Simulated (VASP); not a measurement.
The system is As.

```
As
1.0
     5.43158    0.00000    0.00000
     0.00000    5.43158    0.00000
     0.00000    0.00000    5.43158
As
8
Direct
  0.50000 0.50000 0.50000
  0.00000 0.00000 0.00000
  0.25000 0.00000 0.50000
  0.50000 0.25000 0.00000
  0.50000 0.75000 0.00000
  0.75000 0.00000 0.50000
  0.00000 0.50000 0.75000
  0.00000 0.50000 0.25000
```

| Item | Value |
| --- | --- |
| Program | VASP 6.6.1 |
| Task | relaxation of cell and atoms |
| Functional | PBEsol |
| Potentials or basis | VASP PAW PBE potentials, release 64 (As) |
| Cutoff | 600 eV |
| k mesh | 4 × 4 × 4 |
| Occupations | gaussian, width 0.1 eV |
| Spin | no spin polarisation |

At the start: pressure -5.0 GPa; volume 20.03 Å³/atom.

Where does the relaxation end?

Over 3 steps the energy falls by 21.1 meV/atom and the volume is 18.76 Å³/atom (-6.4 %); space group Pm-3n (No. 223, to 0.05 Å).

The path:
```
step  energy change (eV)  largest force (eV/Å)  pressure (GPa)  volume (Å³)
   1              0.0000                0.0000           -5.02       160.24
   2             -0.1390                0.0000            2.49       146.12
   3             -0.1689                0.0000            0.01       150.07
```

Final structure:
```
CELL_PARAMETERS angstrom
5.31406 0.00000 0.00000
0.00000 5.31406 0.00000
0.00000 0.00000 5.31406
ATOMIC_POSITIONS crystal
As 0.50000 0.50000 0.50000
As 0.00000 0.00000 0.00000
As 0.25000 0.00000 0.50000
As 0.50000 0.25000 0.00000
As 0.50000 0.75000 0.00000
As 0.75000 0.00000 0.50000
As 0.00000 0.50000 0.75000
As 0.00000 0.50000 0.25000
```

Caveat: the PAW data sets were made with another functional, which shifts forces and pressure a little.
